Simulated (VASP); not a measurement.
Set up this calculation in VASP 6.6.1, as the native input.

- Task: single point
- Functional: PBE-based global hybrid
- Potentials or basis: VASP PAW PBE potentials, release 64 (Zn, F)
- Cutoff: 520 eV
- k mesh: 4 × 4 × 4
- Occupations: gaussian, width 0.05 eV
- Spin: no spin polarisation
- Dipole correction: no
- Grid for exact exchange (PRECFOCK): Normal
- Share of exact exchange: 0.5
- Further INCAR settings: ALGO = Normal; EDIFF = 1e-06; NBANDS = 35

Crystal: ZnF2.

```
CELL_PARAMETERS angstrom
4.69451 0.00000 0.00000
0.00000 4.69451 0.00000
0.00000 0.00000 3.14601
ATOMIC_POSITIONS crystal
Zn 0.00000 0.00000 0.00000
Zn 0.50000 0.50000 0.50000
F 0.30274 0.30274 0.00000
F 0.19726 0.80274 0.50000
F 0.69726 0.69726 0.00000
F 0.80274 0.19726 0.50000
```

One way to write it, as run:

POSCAR

```
ZnF2
1.0
    4.6945138502      0.0000000000      0.0000000000
    0.0000000000      4.6945138502      0.0000000000
    0.0000000000      0.0000000000      3.1460092533
Zn F
2 4
Direct
    0.0000000000      0.0000000000      0.0000000000
    0.5000000000      0.5000000000      0.5000000000
    0.3027439746      0.3027439746      0.0000000000
    0.1972560254      0.8027439746      0.5000000000
    0.6972560254      0.6972560254      0.0000000000
    0.8027439746      0.1972560254      0.5000000000
```

INCAR.step1

```
PREC     = Accurate       # precision mode
ENCUT    = 520            # plane-wave cutoff, eV
EDIFF    = 1E-5           # SCF threshold, eV
ISMEAR   = 0              # smearing method
SIGMA    = 0.05           # smearing width, eV
LREAL    = F              # projectors in reciprocal space
LASPH    = T              # aspherical terms in the spheres
NELM     = 120            # most SCF steps
ALGO     = Normal         # electronic algorithm
ISIF     = 2              # what is computed and relaxed
LWAVE    = T              # write WAVECAR
LCHARG   = F              # write CHGCAR
GGA      = PE             # functional
NBANDS   = 35             # bands
GGA_COMPAT= F            
KPAR     = 4
```

INCAR.step2

```
PREC     = Accurate       # precision mode
ENCUT    = 520            # plane-wave cutoff, eV
EDIFF    = 1E-6           # SCF threshold, eV
ISMEAR   = 0              # smearing method
SIGMA    = 0.05           # smearing width, eV
LREAL    = F              # projectors in reciprocal space
LASPH    = T              # aspherical terms in the spheres
NELM     = 120            # most SCF steps
ALGO     = Normal         # electronic algorithm
ISIF     = 2              # what is computed and relaxed
LWAVE    = F              # write WAVECAR
LCHARG   = F              # write CHGCAR
GGA      = PE             # functional
LHFCALC  = T              # exact exchange
AEXX     = 0.5            # exact-exchange fraction
PRECFOCK = Normal       
ISTART   = 1            
NBANDS   = 35             # bands
GGA_COMPAT= F            
KPAR     = 4
```

KPOINTS

```
Automatic mesh
0
Gamma
  4 4 4
```

Potentials or basis: VASP PAW PBE potentials, release 64 (Zn, F).

Run with:

```sh
$ cat potpaw_PBE.64/Zn/POTCAR potpaw_PBE.64/F/POTCAR > POTCAR
$ cp INCAR.step1 INCAR
$ mpirun -np 4 vasp_std > vasp.out
$ cp INCAR.step2 INCAR
$ mpirun -np 4 vasp_std > vasp.out
```

It gave:

| Quantity | Value |
| --- | --- |
| Pressure | -0.9 GPa |
| Largest force | 0.073 eV/Å |
| Band gap on the k mesh | 10.08 eV, indirect (least direct gap 10.14 eV) |

Caveat: the k points lie up to 0.50 Å⁻¹ apart; the PAW data sets were made with another functional, which shifts forces and pressure a little.

Wall time 37 min on 4 MPI ranks on Intel(R) Xeon(R) Platinum 8259CL CPU @ 2.50GHz (Skylake/Cascade Lake), with other jobs on the host, peak memory 0.22 GiB a rank.
